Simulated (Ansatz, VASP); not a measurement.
MgB2 in VASP and in Ansatz

```xyz
3
Lattice="3.0850 0.0000 0.0000 -1.5425 2.6717 0.0000 0.0000 0.0000 3.5230" Properties=species:S:1:pos:R:3 pbc="T T T"
Mg    0.0000    0.0000    0.0000
B     0.0000    1.7811    1.7615
B     1.5425    0.8906    1.7615
```

Alike in both runs: task electric field gradients; functional LDA; k mesh 12 × 12 × 9; occupations fermi-dirac, width 0.05 eV; no spin polarisation.

```csv
,VASP,Ansatz
version,VASP 6.6.1,Ansatz 0.2.0
potentials or method,"VASP PAW LDA potentials, release 64 (Mg, B), cutoff 520 eV","all-electron PAW with datasets made for the crystal, scalar-relativistic"
```

|  | VASP | Ansatz | Ansatz less VASP |
| --- | --- | --- | --- |
| pressure (GPa) | -8.2 | -7.6 | +0.58 |
| traceless stress, the component that is largest in VASP (GPa) | 0.76 | 0.89 | +0.124 |
| size of Vzz on the site where it differs most (V/Å²) | 20.0 | 17.9 | -2.14 |

LDA's correlation is that of Perdew and Zunger in VASP and of Perdew and Wang (1992) in Ansatz. Ansatz ran all-electron here, and VASP with PAW potentials.
